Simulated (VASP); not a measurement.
A run of VASP 6.6.1 is set up as follows.

INCAR

```
PREC = Accurate
ENCUT = 520
EDIFF = 1E-7
ISMEAR = 0
SIGMA = 0.05
LREAL = F
LASPH = T
NELM = 80
ALGO = Normal
ISIF = 2
LWAVE = F
LCHARG = F
GGA = PS
NBANDS = 11
```

Contents of KPOINTS:

```
Automatic mesh
0
Gamma
  10 10 10
```

File POSCAR:

```
MgO
1.0
    0.0000000000      2.0723991115      2.0723991115
    2.0723991115      0.0000000000      2.0723991115
    2.0723991115      2.0723991115      0.0000000000
Mg O
1 1
Direct
    0.0315450506      0.0315450506     -0.0315450506
    0.4520781014      0.4520781014      0.5479218986
```

Potentials or basis: VASP PAW PBE potentials, release 64 (Mg, O).

Run with:

```sh
$ cat potpaw_PBE.64/Mg/POTCAR potpaw_PBE.64/O/POTCAR > POTCAR
$ mpirun -np 1 vasp_std > vasp.out
```

(1) What does it give for the pressure?

(2) What does it give for the largest force?

(3) Predict the band gap on the k mesh.

Results:

(1) 23.1 GPa.

(2) 4.067 eV/Å.

(3) 5.08 eV, direct.

Caveat: the PAW data sets were made with another functional, which shifts forces and pressure a little.
